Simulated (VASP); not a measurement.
# Sc4Al (R-3m) in VASP: notebook

The runs below take Sc4Al through single point, with PBE.

All numbers are computed with VASP 6.6.1; they aren't measurements. Logs are shortened: lines on timing, memory, paths and dates and some standing lists are left out, and cuts for length are marked.

**1. The cell of the first run**

The structure is trigonal, space group R-3m (No. 166). Conventional cell: a = 4.947 Å, b = 4.947 Å, c = 15.821 Å, α = 90.00°, β = 90.00°, γ = 120.00°. Within 3.8 Å of Sc (site symmetry 3m) lie 4 Al at 2.90 to 3.71 Å and 10 Sc at 2.91 to 3.45 Å. Sc (site symmetry 3m) has 3 Al at 3.02 Å and 11 Sc at 3.18 to 3.46 Å within 4.0 Å. Al (site symmetry -3m) has 14 Sc at 2.90 to 3.71 Å within 3.8 Å.

**2. Single point, PBE**

File INCAR:

```
SYSTEM = Sc4Al
  PREC = Accurate
  ENCUT = 520
  EDIFF = 1E-7
  ISMEAR = 0
  SIGMA = 0.1
  LREAL = .False.
  LASPH = .True.
  NELM = 60
  ALGO = Fast
  ISIF = 2
  LWAVE = .False.
  LCHARG = .False.
  GGA = PE
  NBANDS = 32
```

File KPOINTS:

```
regular mesh
0
Gamma
  12 12 12
  0 0 0
```

File POSCAR:

```
Sc4Al
1.0
    2.4736487468      1.4281617698      5.2737599137
   -2.4736487468      1.4281617698      5.2737599137
    0.0000000000     -2.8563235397      5.2737599137
Sc Al
4 1
Direct
    0.6835569372      0.6835569372      0.6835569372
    0.1048486676      0.1048486676      0.1048486676
    0.8951513324      0.8951513324      0.8951513324
    0.3164430628      0.3164430628      0.3164430628
    0.5000000000      0.5000000000      0.5000000000
```

Potentials or basis: VASP PAW PBE potentials, release 64 (Sc_sv, Al).

The run is started by

```
$ cat potpaw_PBE.64/Sc_sv/POTCAR potpaw_PBE.64/Al/POTCAR > POTCAR
$ mpirun -np 1 vasp_std > vasp.out
```

OUTCAR:

```text
SYSTEM = Sc4Al
   PREC = Accurate
   ENCUT = 520
   EDIFF = 1E-7
   ISMEAR = 0
   LREAL = .False.
   LASPH = .True.
   NELM = 60
   ISIF = 2
   GGA = PE

 ion  position               nearest neighbor table
   1  0.684  0.684  0.684-   5 2.90   4 2.91   4 2.91   4 2.91   2 3.18   2 3.18   2 3.18   3 3.35

   2  0.105  0.105  0.105-   5 3.02   5 3.02   5 3.02   1 3.18   1 3.18   1 3.18   3 3.32   4 3.35

   3  0.895  0.895  0.895-   5 3.02   5 3.02   5 3.02   4 3.18   4 3.18   4 3.18   2 3.32   1 3.35

   4  0.316  0.316  0.316-   5 2.90   1 2.91   1 2.91   1 2.91   3 3.18   3 3.18   3 3.18   2 3.35

   5  0.500  0.500  0.500-   1 2.90   4 2.90   2 3.02   3 3.02   2 3.02   2 3.02   3 3.02   3 3.02

  LATTYP: Found a trigonal (rhomboedric) cell.
 ALAT       =     5.9975934999
 COS(alpha) =     0.6597861397

  Lattice vectors:

 A1 = (   2.4736487468,   1.4281617698,   5.2737599137)
 A2 = (  -2.4736487468,   1.4281617698,   5.2737599137)
 A3 = (   0.0000000000,  -2.8563235397,   5.2737599137)

Analysis of symmetry for initial positions (statically):
=====================================================================
 Subroutine PRICEL returns:
 Original cell was already a primitive cell.

 Routine SETGRP: Setting up the symmetry group for a
 trigonal (rhombohedral) supercell.

 Subroutine GETGRP returns: Found 12 space group operations
 (whereof 12 operations were pure point group operations)
 out of a pool of 12 trial point group operations.

The static configuration has the point symmetry D_3d.

Analysis of symmetry for dynamics (positions and initial velocities):
=====================================================================
 Subroutine PRICEL returns:
 Original cell was already a primitive cell.

 Routine SETGRP: Setting up the symmetry group for a
 trigonal (rhombohedral) supercell.

 Subroutine GETGRP returns: Found 12 space group operations
 (whereof 12 operations were pure point group operations)
 out of a pool of 12 trial point group operations.

The dynamic configuration has the point symmetry D_3d.

 Subroutine INISYM returns: Found 12 space group operations
 (whereof 12 operations are pure point group operations),
 and found     1 'primitive' translations

----------------------------------------------------------------------------------------

                                     Primitive cell

  volume of cell :     111.7859

  direct lattice vectors                    reciprocal lattice vectors
     2.473648747  1.428161770  5.273759914     0.202130557  0.116700132  0.063206012
    -2.473648747  1.428161770  5.273759914    -0.202130557  0.116700132  0.063206012
     0.000000000 -2.856323540  5.273759914     0.000000000 -0.233400263  0.063206012

  length of vectors
     5.997593500  5.997593500  5.997593500     0.241807119  0.241807119  0.241807119

  position of ions in fractional coordinates (direct lattice)
     0.683556937  0.683556937  0.683556937
     0.104848668  0.104848668  0.104848668
     0.895151332  0.895151332  0.895151332
     0.316443063  0.316443063  0.316443063
     0.500000000  0.500000000  0.500000000

  ion indices of the primitive-cell ions
   primitive index   ion index
                 1           1
                 2           2
                 3           3
                 4           4
                 5           5

----------------------------------------------------------------------------------------

 KPOINTS: regular mesh

Automatic generation of k-mesh.
 Grid dimensions read from file:
 generate k-points for:   12   12   12

 Generating k-lattice:

  Cartesian coordinates                     Fractional coordinates (reciprocal lattice)
     0.016844213  0.009725011  0.005267168     0.083333333  0.000000000  0.000000000
    -0.016844213  0.009725011  0.005267168     0.000000000  0.083333333  0.000000000
     0.000000000 -0.019450022  0.005267168     0.000000000  0.000000000  0.083333333

  Length of vectors
     0.020150593  0.020150593  0.020150593

  Shift w.r.t. Gamma in fractional coordinates (k-lattice)
     0.000000000  0.000000000  0.000000000

 Subroutine IBZKPT returns following result:
 ===========================================

 Found    189 irreducible k-points:

 Following reciprocal coordinates:
            Coordinates               Weight
  0.000000  0.000000  0.000000      1.000000
  0.083333  0.000000  0.000000      6.000000
  0.166667  0.000000  0.000000      6.000000
  0.250000  0.000000  0.000000      6.000000
  0.333333  0.000000 -0.000000      6.000000
  0.416667  0.000000  0.000000      6.000000
[... 16 lines left out ...]
  0.500000  0.166667  0.000000     12.000000
 -0.416667  0.166667  0.000000     12.000000
 [... further k-points ...]
   k-points           NKPTS =    189   k-points in BZ     NKDIM =    189   number of bands    NBANDS=     32
   number of dos      NEDOS =    301   number of ions     NIONS =      5
   total plane-waves  NPLWV = 110592
   dimension x,y,z NGX =    48 NGY =   48 NGZ =   48
   dimension x,y,z NGXF=    96 NGYF=   96 NGZF=   96
   ions per type =               4   1
   NGX,Y,Z   is equivalent  to a cutoff of  13.31, 13.31, 13.31 a.u.
   NGXF,Y,Z  is equivalent  to a cutoff of  26.61, 26.61, 26.61 a.u.
 SYSTEM =  Sc4Al
   PREC   = accura    normal or accurate (medium, high low for compatibility)
   ISTART =      0    job   : 0-new  1-cont  2-samecut
   ICHARG =      2    charge: 1-file 2-atom 10-const
   ISPIN  =      1    spin polarized calculation?
   LNONCOLLINEAR =      F non collinear calculations
   LSORBIT =      F    spin-orbit coupling
   LASPH  =      T    aspherical Exc in radial PAW
   ENCUT  =  520.0 eV  38.22 Ry    6.18 a.u.  11.15 11.15 11.15*2*pi/ulx,y,z
   NELM   =     60;   NELMIN=  2; NELMDL= -5     # of ELM steps
   EDIFF  = 0.1E-06   stopping-criterion for ELM
   LREAL  =      F    real-space projection
   EDIFFG = 0.1E-05   stopping-criterion for IOM
   NSW    =      0    number of steps for IOM
   IBRION =     -1    ionic relax: 0-MD 1-quasi-New 2-CG
   NFREE  =      0    steps in history (QN), initial steepest desc. (CG)
   ISIF   =      2    stress and relaxation
   ISYM   =      2    0-nonsym 1-usesym 2-fastsym
   POTIM  = 0.5000    time-step for ionic-motion
   TEBEG  =    0.0;   TEEND  =   0.0 temperature during run
   PSTRESS=    0.0 pullay stress
   NELECT =      47.0000    total number of electrons
   NUPDOWN=      -1.0000    fix difference up-down
   EMIN   =  10.00;   EMAX   =-10.00  energy-range for DOS
   EFERMI =   0.00;   METHOD = LEGACY
   ISMEAR =     0;   SIGMA  =   0.10  broadening in eV -4-tet -1-fermi 0-gaus
   EFERMI_NEDOS =   21; number of points for ismear=-14 and -15
   IALGO  =     68    algorithm
   IMIX   =      4    mixing-type and parameters
     AMIX     =   0.40;   BMIX     =  1.00
     AMIX_MAG =   1.60;   BMIX_MAG =  1.00
  volume/ion in A,a.u.               =      22.36       150.87
  Fermi-wavevector in a.u.,A,eV,Ry     =   1.226437  2.317629 20.465159  1.504147
  Thomas-Fermi vector in A             =   2.361437
   LORBIT       =      0    0 simple, 1 ext, 2 COOP (PROOUT), +10 PAW based schemes
   GGA     = PE    functional components
   LHFCALC =     F    Hartree Fock is set to
   AEXX    =    0.0000 exact exchange contribution
   IVDW    =     0    specifies the selected vdW correction
   LEPSILON=     F    determine dielectric tensor
   LRPA    =     F    only Hartree local field effects (RPA)
 non-spin polarized calculation
 RMM-DIIS sequential band-by-band and
 Gauss-broadening in eV      SIGMA  =   0.10
  energy-cutoff  :      520.00
  volume of cell :      111.79
 maximum number of plane-waves:      3033
 NGX is ok and might be reduce to    48

 number of electron      46.9999999 magnetization

 Free energy of the ion-electron system (eV)
  ---------------------------------------------------
  ext. energy  EPLUGINS =         0.00000000
  ---------------------------------------------------
  free energy    TOTEN  =       -29.60724591 eV

  energy without entropy =      -29.58591127  energy(sigma->0) =      -29.59657859

 E-fermi :   4.4125     XC(G=0): -10.0414

 val. band max:        4.4092356386   @ k =  -0.4167  -0.4167   0.0833
 cond. band min:       4.4180346966   @ k =   0.4167   0.0833   0.0000
 fundamental gap:      0.0087990579
 Fermi energy:         4.4124950519

 k-point     1 :       0.0000    0.0000    0.0000
  band No.  band energies     occupation
      1     -45.0472      2.00000
      2     -45.0170      2.00000
      3     -44.9176      2.00000
      4     -44.8103      2.00000
      5     -23.7717      2.00000
      6     -23.7717      2.00000
[... 24 lines left out ...]
     31       6.6779      0.00000
     32       7.1337      0.00000

 k-point     2 :       0.0833    0.0000    0.0000
  band No.  band energies     occupation
      1     -45.0464      2.00000
      2     -45.0173      2.00000
      3     -44.9164      2.00000
      4     -44.8121      2.00000
      5     -23.7787      2.00000
      6     -23.7757      2.00000
[... 24 lines left out ...]
     31       6.5326      0.00000
     32       7.0938      0.00000

 k-point     3 :       0.1667    0.0000    0.0000
  band No.  band energies     occupation
      1     -45.0442      2.00000
      2     -45.0179      2.00000
      3     -44.9128      2.00000
      4     -44.8172      2.00000
      5     -23.7949      2.00000
      6     -23.7839      2.00000
[... 24 lines left out ...]
     31       6.3348      0.00000
     32       6.9647      0.00000

 k-point     4 :       0.2500    0.0000    0.0000
  band No.  band energies     occupation
      1     -45.0413      2.00000
      2     -45.0189      2.00000
      3     -44.9069      2.00000
      4     -44.8252      2.00000
      5     -23.8130      2.00000
      6     -23.7904      2.00000
[... 24 lines left out ...]
     31       6.2772      0.00000
     32       6.7188      0.00000

 k-point     5 :       0.3333    0.0000   -0.0000
  band No.  band energies     occupation
      1     -45.0382      2.00000
      2     -45.0200      2.00000
      3     -44.8993      2.00000
      4     -44.8349      2.00000
      5     -23.8283      2.00000
      6     -23.7937      2.00000
[... 584 lines left out ...]
     31       6.3805      0.00000
     32       6.6014      0.00000

 k-point    22 :       0.4167    0.1667   -0.0000
  band No.  band energies     occupation
      1     -45.0359      2.00000
      2     -45.0214      2.00000
      3     -44.8957      2.00000
      4     -44.8393      2.00000
      5     -23.8385      2.00000
      6     -23.7819      2.00000
[... 24 lines left out ...]
     31       6.2255      0.00000
     32       6.6390      0.00000

 k-point    23 :       0.5000    0.1667    0.0000
  band No.  band energies     occupation
      1     -45.0341      2.00000
      2     -45.0222      2.00000
      3     -44.8873      2.00000
      4     -44.8489      2.00000
      5     -23.8440      2.00000
      6     -23.7787      2.00000
[... 24 lines left out ...]
     31       6.1006      0.00000
     32       6.5318      0.00000

 k-point    24 :      -0.4167    0.1667    0.0000
  band No.  band energies     occupation
      1     -45.0338      2.00000
      2     -45.0221      2.00000
      3     -44.8826      2.00000
      4     -44.8539      2.00000
      5     -23.8478      2.00000
      6     -23.7736      2.00000
[... 24 lines left out ...]
     31       6.0567      0.00000
     32       6.4265      0.00000

 [... further k-points ...]

------------------------ aborting loop because EDIFF is reached ----------------------------------------

  FORCE on cell =-STRESS in cart. coord.  units (eV):
  Direction    XX          YY          ZZ          XY          YZ          ZX
  --------------------------------------------------------------------------------------
  -------------------------------------------------------------------------------------
  Total        0.0414873      0.0414873      0.0402592      0.0000000     -0.0000000      0.0000000
  in kB        0.5946191      0.5946191      0.5770165      0.0000000     -0.0000000      0.0000000
  external PRESSURE =       0.5887516 kB  Pullay stress =       0.0000000 kB

 VOLUME and BASIS-vectors are now :
 -----------------------------------------------------------------------------
  energy-cutoff  :      520.00
  volume of cell :      111.79
      direct lattice vectors                 reciprocal lattice vectors
     2.473648747  1.428161770  5.273759914     0.202130557  0.116700132  0.063206012
    -2.473648747  1.428161770  5.273759914    -0.202130557  0.116700132  0.063206012
     0.000000000 -2.856323540  5.273759914     0.000000000 -0.233400263  0.063206012

 POSITION                                       TOTAL-FORCE (eV/Angst)
 -----------------------------------------------------------------------------------
      0.00000     -0.00000     10.81475        -0.000000     -0.000000      0.003276
      0.00000     -0.00000      1.65884        -0.000000     -0.000000      0.000669
      0.00000     -0.00000     14.16244        -0.000000      0.000000     -0.000669
      0.00000     -0.00000      5.00653        -0.000000      0.000000     -0.003276
      0.00000     -0.00000      7.91064         0.000000     -0.000000     -0.000000
 -----------------------------------------------------------------------------------
    total drift:                                0.000000      0.000000     -0.000000

  FREE ENERGIE OF THE ION-ELECTRON SYSTEM (eV)
  ---------------------------------------------------
  free  energy   TOTEN  =       -29.6072459132 eV

  energy  without entropy=      -29.5859112708  energy(sigma->0) =      -29.59657859
```

Wall time 14 min (1 thread of Intel Xeon 6975P-C (Granite Rapids), shared host); peak memory 0.7 GiB.

Results:

```
Free energy            : -29.6072 eV
Pressure               : 0.1 GPa
Largest force          : 0.003 eV/Å
Band gap on the k mesh : zero (an odd number of electrons rules out a gap without spin polarisation)
```

Forces on the atoms (eV/Å):
```
Sc   0.000  0.000  0.003
Sc   0.000  0.000  0.001
Sc   0.000  0.000 -0.001
Sc   0.000  0.000 -0.003
Al   0.000  0.000  0.000
```

**3. Single point, PBE**

This run uses another cell than the first one: it holds 10 atoms, not 5.

File INCAR:

```
SYSTEM = Sc4Al
ALGO     = Fast           ! electronic algorithm
EDIFF    = 1E-7           ! SCF threshold, eV
ENCUT    = 520            ! plane-wave cutoff, eV
GGA      = PE             ! functional
ISIF     = 2              ! what is computed and relaxed
ISMEAR   = 0              ! smearing method
LASPH    = .True.         ! aspherical terms in the spheres
LCHARG   = .True.         ! write CHGCAR
LELF     = .True.         ! ELF
LREAL    = .False.        ! projectors in reciprocal space
LVHAR    = .True.       
LWAVE    = .False.        ! write WAVECAR
NBANDS   = 58             ! bands
NELM     = 80             ! most SCF steps
PREC     = Accurate       ! precision mode
SIGMA    = 0.2            ! smearing width, eV
```

File KPOINTS:

```
k-points
0
Gamma
  6 6 4
  0 0 0
```

File POSCAR:

```
Sc4Al
1.0
   -2.4736487468     -4.2844853095      0.0000000000
    2.4736487468      1.4281617698      5.2737599137
   -7.4209462403      4.2844853095      0.0000000000
Sc Al
8 2
Direct
    0.0253354058      0.0506708117      0.3417784686
    0.5253354058      0.0506708117      0.8417784686
    0.1572730014      0.3145460029      0.0524243338
    0.6572730014      0.3145460029      0.5524243338
    0.3427269986      0.6854539971      0.4475756662
    0.8427269986      0.6854539971      0.9475756662
    0.4746645942      0.9493291883      0.1582215314
    0.9746645942      0.9493291883      0.6582215314
    0.7500000000      0.5000000000      0.2500000000
    0.2500000000      0.5000000000      0.7500000000
```

Potentials or basis: VASP PAW PBE potentials, release 64 (Sc_sv, Al).

The run is started by

```
$ cat potpaw_PBE.64/Sc_sv/POTCAR potpaw_PBE.64/Al/POTCAR > POTCAR
$ mpirun -np 1 vasp_std > vasp.out
```

It took 13 min on 1 thread of Intel Xeon 6975P-C (Granite Rapids), shared host; peak memory 0.63 GiB.

The run converged. Its results:

```yaml
Free_energy: -59.2867 eV
Pressure: 0.1 GPa
Largest_force: 0.010 eV/Å
Band_gap_on_the_k_mesh: zero (bands 47 and 48 overlap by 0.40 eV)
```

Forces in eV/Å, atoms in the order of the input:
```
Sc   0.000  0.000 -0.002
Sc   0.000  0.000 -0.002
Sc   0.000  0.000  0.010
Sc   0.000  0.000  0.010
Sc   0.000  0.000 -0.010
Sc   0.000  0.000 -0.010
Sc   0.000  0.000  0.002
Sc   0.000  0.000  0.002
Al   0.000  0.000  0.000
Al   0.000  0.000  0.000
```

Stress tensor (GPa, compression positive):
```
 0.25  0.00  0.00
 0.00  0.24  0.00
 0.00  0.00 -0.11
```

Levels at points of the mesh, in eV from the Fermi level:
```csv
k point,band 44,band 45,band 46,band 47,band 48,band 49,band 50,band 51
"(0.00, 0.00, 0.00)",-0.40,-0.40,-0.13,0.06,0.06,0.08,0.43,0.49
"(0.50, 0.00, 0.00)",-0.58,-0.23,-0.23,0.04,0.04,0.45,0.45,0.76
"(0.00, 0.50, 0.00)",-0.89,-0.67,0.01,0.08,0.15,0.15,0.26,0.60
"(0.00, 0.00, 0.50)",-0.64,-0.44,-0.44,-0.19,-0.19,0.32,0.32,0.60
"(0.50, 0.00, 0.50)",-0.51,-0.13,0.01,0.08,0.08,0.26,0.43,0.49
"(0.00, 0.50, 0.50)",-0.66,-0.54,-0.54,-0.26,-0.26,0.27,0.27,0.86
```
